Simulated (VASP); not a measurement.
# Tl2Ge (Pn-3m) in VASP: relaxation of cell and atoms with PBE

Aim: the relaxation of cell and atoms of Tl2Ge with PBE.

Everything below comes from runs of VASP 6.6.1. Logs are shortened: lines on timing, memory, paths and dates and some standing lists are left out, and cuts for length are marked.

### Step 1. The cell of the first run

It takes space group Pn-3m (No. 224, cubic). Conventional cell: a = 6.305 Å, b = 6.305 Å, c = 6.305 Å, α = 90.00°, β = 90.00°, γ = 90.00°. Tl (site symmetry -3m) has 2 Ge at 2.73 Å within 3.6 Å. Ge (site symmetry -43m) has 4 Tl at 2.73 Å within 3.6 Å.

### Step 2. Relaxation of cell and atoms, PBE

The input, INCAR:

```
SYSTEM = Tl2Ge
PREC = Accurate
ENCUT = 600
EDIFF = 1E-6
ISMEAR = 0
SIGMA = 0.1
LREAL = .FALSE.
LASPH = .TRUE.
NELM = 60
ALGO = Fast
ISIF = 3
LWAVE = .FALSE.
LCHARG = .FALSE.
GGA = PE
IBRION = 2
NSW = 100
EDIFFG = -0.01
```

The input, KPOINTS:

```
Automatic mesh
0
G
  6 6 6
  0 0 0
```

The input, POSCAR:

```
Tl2Ge
1.0
    6.3052543324      0.0000000000      0.0000000000
    0.0000000000      6.3052543324      0.0000000000
    0.0000000000      0.0000000000      6.3052543324
Tl Ge
4 2
Direct
    0.2500000000      0.2500000000      0.2500000000
    0.2500000000      0.7500000000      0.7500000000
    0.7500000000      0.7500000000      0.2500000000
    0.7500000000      0.2500000000      0.7500000000
    0.0000000000      0.0000000000      0.0000000000
    0.5000000000      0.5000000000      0.5000000000
```

Potentials or basis: VASP PAW PBE potentials, release 64 (Tl_d, Ge_d).

The run is started by

```console
> cat potpaw_PBE.64/Tl_d/POTCAR potpaw_PBE.64/Ge_d/POTCAR > POTCAR
> mpirun -np 1 vasp_std > vasp.out
```

OUTCAR:

```text
SYSTEM = Tl2Ge
   PREC = Accurate
   ENCUT = 600
   EDIFF = 1E-6
   ISMEAR = 0
   LREAL = .FALSE.
   LASPH = .TRUE.
   NELM = 60
   ISIF = 3
   GGA = PE
   IBRION = 2
   NSW = 100
   EDIFFG = -0.01

 ion  position               nearest neighbor table
   1  0.250  0.250  0.250-   5 2.73   6 2.73
   2  0.250  0.750  0.750-   5 2.73   6 2.73
   3  0.750  0.750  0.250-   5 2.73   6 2.73
   4  0.750  0.250  0.750-   5 2.73   6 2.73
   5  0.000  0.000  0.000-   1 2.73   2 2.73   3 2.73   4 2.73
   6  0.500  0.500  0.500-   1 2.73   2 2.73   3 2.73   4 2.73

  LATTYP: Found a simple cubic cell.
 ALAT       =     6.3052543324

  Lattice vectors:

 A1 = (   6.3052543324,   0.0000000000,   0.0000000000)
 A2 = (   0.0000000000,   6.3052543324,   0.0000000000)
 A3 = (   0.0000000000,   0.0000000000,   6.3052543324)

Analysis of symmetry for initial positions (statically):
=====================================================================
 Subroutine PRICEL returns:
 Original cell was already a primitive cell.

 Routine SETGRP: Setting up the symmetry group for a
 simple cubic supercell.

 Subroutine GETGRP returns: Found 48 space group operations
 (whereof 24 operations were pure point group operations)
 out of a pool of 48 trial point group operations.

The static configuration has the point symmetry T_d .
 The point group associated with its full space group is O_h .

Analysis of symmetry for dynamics (positions and initial velocities):
=====================================================================
 Subroutine PRICEL returns:
 Original cell was already a primitive cell.

 Routine SETGRP: Setting up the symmetry group for a
 simple cubic supercell.

 Subroutine GETGRP returns: Found 48 space group operations
 (whereof 24 operations were pure point group operations)
 out of a pool of 48 trial point group operations.

The dynamic configuration has the point symmetry T_d .
 The point group associated with its full space group is O_h .

 Subroutine INISYM returns: Found 48 space group operations
 (whereof 24 operations are pure point group operations),
 and found     1 'primitive' translations

----------------------------------------------------------------------------------------

                                     Primitive cell

  volume of cell :     250.6732

  direct lattice vectors                    reciprocal lattice vectors
     6.305254332  0.000000000  0.000000000     0.158597885  0.000000000  0.000000000
     0.000000000  6.305254332  0.000000000     0.000000000  0.158597885  0.000000000
     0.000000000  0.000000000  6.305254332     0.000000000  0.000000000  0.158597885

  length of vectors
     6.305254332  6.305254332  6.305254332     0.158597885  0.158597885  0.158597885

  position of ions in fractional coordinates (direct lattice)
     0.250000000  0.250000000  0.250000000
     0.250000000  0.750000000  0.750000000
     0.750000000  0.750000000  0.250000000
     0.750000000  0.250000000  0.750000000
     0.000000000  0.000000000  0.000000000
     0.500000000  0.500000000  0.500000000

  ion indices of the primitive-cell ions
   primitive index   ion index
                 1           1
                 2           2
                 3           3
                 4           4
                 5           5
                 6           6

----------------------------------------------------------------------------------------

 KPOINTS: Automatic mesh

Automatic generation of k-mesh.
 Grid dimensions read from file:
 generate k-points for:    6    6    6

 Generating k-lattice:

  Cartesian coordinates                     Fractional coordinates (reciprocal lattice)
     0.026432981  0.000000000  0.000000000     0.166666667  0.000000000  0.000000000
     0.000000000  0.026432981  0.000000000     0.000000000  0.166666667  0.000000000
     0.000000000  0.000000000  0.026432981     0.000000000  0.000000000  0.166666667

  Length of vectors
     0.026432981  0.026432981  0.026432981

  Shift w.r.t. Gamma in fractional coordinates (k-lattice)
     0.000000000  0.000000000  0.000000000

 Subroutine IBZKPT returns following result:
 ===========================================

 Found     20 irreducible k-points:

 Following reciprocal coordinates:
            Coordinates               Weight
  0.000000  0.000000  0.000000      1.000000
  0.166667  0.000000  0.000000      6.000000
  0.333333  0.000000  0.000000      6.000000
  0.500000  0.000000  0.000000      3.000000
  0.166667  0.166667  0.000000     12.000000
  0.333333  0.166667  0.000000     24.000000
[... 12 lines left out ...]
  0.500000  0.500000  0.333333      6.000000
  0.500000  0.500000  0.500000      1.000000
   k-points           NKPTS =     20   k-points in BZ     NKDIM =     20   number of bands    NBANDS=     48
   number of dos      NEDOS =    301   number of ions     NIONS =      6
   total plane-waves  NPLWV = 125000
   dimension x,y,z NGX =    50 NGY =   50 NGZ =   50
   dimension x,y,z NGXF=   100 NGYF=  100 NGZF=  100
   ions per type =               4   2
   NGX,Y,Z   is equivalent  to a cutoff of  13.18, 13.18, 13.18 a.u.
   NGXF,Y,Z  is equivalent  to a cutoff of  26.37, 26.37, 26.37 a.u.
 SYSTEM =  Tl2Ge
   PREC   = accura    normal or accurate (medium, high low for compatibility)
   ISTART =      0    job   : 0-new  1-cont  2-samecut
   ICHARG =      2    charge: 1-file 2-atom 10-const
   ISPIN  =      1    spin polarized calculation?
   LNONCOLLINEAR =      F non collinear calculations
   LSORBIT =      F    spin-orbit coupling
   LASPH  =      T    aspherical Exc in radial PAW
   ENCUT  =  600.0 eV  44.10 Ry    6.64 a.u.  12.59 12.59 12.59*2*pi/ulx,y,z
   NELM   =     60;   NELMIN=  2; NELMDL= -5     # of ELM steps
   EDIFF  = 0.1E-05   stopping-criterion for ELM
   LREAL  =      F    real-space projection
   EDIFFG = -.1E-01   stopping-criterion for IOM
   NSW    =    100    number of steps for IOM
   IBRION =      2    ionic relax: 0-MD 1-quasi-New 2-CG
   NFREE  =      1    steps in history (QN), initial steepest desc. (CG)
   ISIF   =      3    stress and relaxation
   ISYM   =      2    0-nonsym 1-usesym 2-fastsym
   POTIM  = 0.5000    time-step for ionic-motion
   TEBEG  =    0.0;   TEEND  =   0.0 temperature during run
   PSTRESS=    0.0 pullay stress
   NELECT =      80.0000    total number of electrons
   NUPDOWN=      -1.0000    fix difference up-down
   EMIN   =  10.00;   EMAX   =-10.00  energy-range for DOS
   EFERMI =   0.00;   METHOD = LEGACY
   ISMEAR =     0;   SIGMA  =   0.10  broadening in eV -4-tet -1-fermi 0-gaus
   EFERMI_NEDOS =   21; number of points for ismear=-14 and -15
   IALGO  =     68    algorithm
   IMIX   =      4    mixing-type and parameters
     AMIX     =   0.40;   BMIX     =  1.00
     AMIX_MAG =   1.60;   BMIX_MAG =  1.00
  volume/ion in A,a.u.               =      41.78       281.94
  Fermi-wavevector in a.u.,A,eV,Ry     =   1.118756  2.114143 17.029269  1.251616
  Thomas-Fermi vector in A             =   2.255390
   LORBIT       =      0    0 simple, 1 ext, 2 COOP (PROOUT), +10 PAW based schemes
   GGA     = PE    functional components
   LHFCALC =     F    Hartree Fock is set to
   AEXX    =    0.0000 exact exchange contribution
   IVDW    =     0    specifies the selected vdW correction
   LEPSILON=     F    determine dielectric tensor
   LRPA    =     F    only Hartree local field effects (RPA)
 conjugate gradient relaxation of ions
 non-spin polarized calculation
 RMM-DIIS sequential band-by-band and
 Gauss-broadening in eV      SIGMA  =   0.10
  energy-cutoff  :      600.00
  volume of cell :      250.67
 maximum number of plane-waves:      8410
   NGX = 25   NGY = 25   NGZ = 25

--------------------------------------- Ionic step        1  -------------------------------------------

 number of electron      79.9999993 magnetization

 Free energy of the ion-electron system (eV)
  ---------------------------------------------------
  ext. energy  EPLUGINS =         0.00000000
  ---------------------------------------------------
  free energy    TOTEN  =       -14.65274471 eV

  energy without entropy =      -14.62002875  energy(sigma->0) =      -14.63638673

------------------------ aborting loop because EDIFF is reached ----------------------------------------

  FORCE on cell =-STRESS in cart. coord.  units (eV):
  Direction    XX          YY          ZZ          XY          YZ          ZX
  --------------------------------------------------------------------------------------
  -------------------------------------------------------------------------------------
  Total        0.4585093      0.4585093      0.4585093      0.0000000      0.0000000      0.0000000
  in kB        2.9305617      2.9305617      2.9305617      0.0000000      0.0000000      0.0000000
  external PRESSURE =       2.9305617 kB  Pullay stress =       0.0000000 kB

 VOLUME and BASIS-vectors are now :
 -----------------------------------------------------------------------------
  energy-cutoff  :      600.00
  volume of cell :      250.67
      direct lattice vectors                 reciprocal lattice vectors
     6.305254332  0.000000000  0.000000000     0.158597885  0.000000000  0.000000000
     0.000000000  6.305254332  0.000000000     0.000000000  0.158597885  0.000000000
     0.000000000  0.000000000  6.305254332     0.000000000  0.000000000  0.158597885

 POSITION                                       TOTAL-FORCE (eV/Angst)
 -----------------------------------------------------------------------------------
      1.57631      1.57631      1.57631        -0.000000      0.000000      0.000000
      1.57631      4.72894      4.72894         0.000000      0.000000     -0.000000
      4.72894      4.72894      1.57631        -0.000000     -0.000000      0.000000
      4.72894      1.57631      4.72894        -0.000000      0.000000      0.000000
      0.00000      0.00000      0.00000        -0.000000      0.000000      0.000000
      3.15263      3.15263      3.15263        -0.000000     -0.000000      0.000000
 -----------------------------------------------------------------------------------
    total drift:                               -0.000000      0.000000     -0.000000
[... 70 lines left out ...]
 POSITION                                       TOTAL-FORCE (eV/Angst)
 -----------------------------------------------------------------------------------
      1.58113      1.58113      1.58113         0.000000      0.000000     -0.000000
      1.58113      4.74339      4.74339         0.000000     -0.000000     -0.000000
      4.74339      4.74339      1.58113        -0.000000     -0.000000     -0.000000
      4.74339      1.58113      4.74339        -0.000000      0.000000      0.000000
     -0.00000      0.00000      0.00000         0.000000      0.000000      0.000000
      3.16226      3.16226      3.16226         0.000000      0.000000      0.000000
 -----------------------------------------------------------------------------------
    total drift:                               -0.000000      0.000000     -0.000000

  FREE ENERGIE OF THE ION-ELECTRON SYSTEM (eV)
  ---------------------------------------------------
  free  energy   TOTEN  =       -14.6550736132 eV

  energy  without entropy=      -14.6225273355  energy(sigma->0) =      -14.63880047

--------------------------------------- Ionic step        4  -------------------------------------------

 number of electron      79.9999997 magnetization

 Free energy of the ion-electron system (eV)
  ---------------------------------------------------
  ext. energy  EPLUGINS =         0.00000000
  ---------------------------------------------------
  free energy    TOTEN  =       -14.65522483 eV

  energy without entropy =      -14.62269419  energy(sigma->0) =      -14.63895951

 E-fermi :   2.6633     XC(G=0):  -7.8592

 val. band max:        2.5963614443   @ k =   0.3333   0.3333   0.1667
 cond. band min:       2.6668713547   @ k =   0.3333   0.3333   0.1667
 fundamental gap:      0.0705099105
 Fermi energy:         2.6632992178

 k-point     1 :       0.0000    0.0000    0.0000
  band No.  band energies     occupation
      1     -22.0493      2.00000
      2     -22.0493      2.00000
      3     -22.0493      2.00000
      4     -22.0456      2.00000
      5     -22.0456      2.00000
      6     -22.0456      2.00000
[... 1022 lines left out ...]
 VOLUME and BASIS-vectors are now :
 -----------------------------------------------------------------------------
  energy-cutoff  :      600.00
  volume of cell :      253.25
      direct lattice vectors                 reciprocal lattice vectors
     6.326758836 -0.000000000  0.000000000     0.158058814 -0.000000000  0.000000000
     0.000000000  6.326758836  0.000000000     0.000000000  0.158058814 -0.000000000
    -0.000000000  0.000000000  6.326758836    -0.000000000 -0.000000000  0.158058814

 POSITION                                       TOTAL-FORCE (eV/Angst)
 -----------------------------------------------------------------------------------
      1.58169      1.58169      1.58169        -0.000000      0.000000     -0.000000
      1.58169      4.74507      4.74507        -0.000000     -0.000000     -0.000000
      4.74507      4.74507      1.58169        -0.000000      0.000000      0.000000
      4.74507      1.58169      4.74507        -0.000000     -0.000000     -0.000000
      6.32676     -0.00000      0.00000         0.000000      0.000000      0.000000
      3.16338      3.16338      3.16338        -0.000000     -0.000000     -0.000000
 -----------------------------------------------------------------------------------
    total drift:                               -0.000000      0.000000     -0.000000

  FREE ENERGIE OF THE ION-ELECTRON SYSTEM (eV)
  ---------------------------------------------------
  free  energy   TOTEN  =       -14.6552248344 eV

  energy  without entropy=      -14.6226941907  energy(sigma->0) =      -14.63895951

 reached required accuracy - stopping structural energy minimisation
```

Run time: 6.3 min. Hardware: 1 thread of Intel Xeon 6975P-C (Granite Rapids), shared host; peak memory 0.53 GiB.

Results:

| Item | Value |
| --- | --- |
| Free energy | -14.6552 eV |
| Relaxed volume | 42.21 Å³/atom |
| Relaxed cell | a = 6.327 Å, b = 6.327 Å, c = 6.327 Å, α = 90.00°, β = 90.00°, γ = 90.00° |
| Space group after relaxing (to 0.1 Å) | Pn-3m (No. 224) |
| Energy gained by relaxing | 0.4 meV/atom |
| Ionic steps | 4 |
| Pressure after relaxing | 0.0 GPa |
| Band gap on the k mesh | zero (bands 40 and 41 overlap by 1.62 eV) |

Step by step:
| step | energy change (eV) | largest force (eV/Å) | pressure (GPa) | volume (Å³) |
| --- | --- | --- | --- | --- |
| 1 | 0.0000 | 0.0000 | 0.29 | 250.67 |
| 2 | -0.0026 | 0.0000 | -0.13 | 253.46 |
| 3 | -0.0023 | 0.0000 | 0.17 | 252.98 |
| 4 | -0.0025 | 0.0000 | 0.03 | 253.25 |

Final structure:
```cif
data_structure
_symmetry_space_group_name_H-M 'P 1'
_symmetry_Int_Tables_number 1
_cell_length_a 6.3268
_cell_length_b 6.3268
_cell_length_c 6.3268
_cell_angle_alpha 90.000
_cell_angle_beta 90.000
_cell_angle_gamma 90.000
_cell_volume 253.25
loop_
_atom_site_label
_atom_site_type_symbol
_atom_site_fract_x
_atom_site_fract_y
_atom_site_fract_z
_atom_site_occupancy
Tl1 Tl 0.25000 0.25000 0.25000 1
Tl2 Tl 0.25000 0.75000 0.75000 1
Tl3 Tl 0.75000 0.75000 0.25000 1
Tl4 Tl 0.75000 0.25000 0.75000 1
Ge1 Ge 0.00000 0.00000 0.00000 1
Ge2 Ge 0.50000 0.50000 0.50000 1
```

Levels at points of the mesh, in eV from the Fermi level:
```tsv
k point	band 38	band 39	band 40	band 41	band 42	band 43
(0.00, 0.00, 0.00)	-1.84	-1.84	-0.69	-0.69	1.88	1.88
(0.50, 0.00, 0.00)	-1.88	0.31	0.31	0.36	0.36	1.14
(0.50, 0.50, 0.00)	-1.73	-0.65	-0.65	-0.39	-0.39	2.38
(0.50, 0.50, 0.50)	-2.71	-2.21	0.93	0.93	0.93	2.36
```

Caveat: spin-orbit coupling is left out, which moves the levels of the heavy elements.

The gap in the log of VASP goes by the Fermi energy; the results here count the filled bands.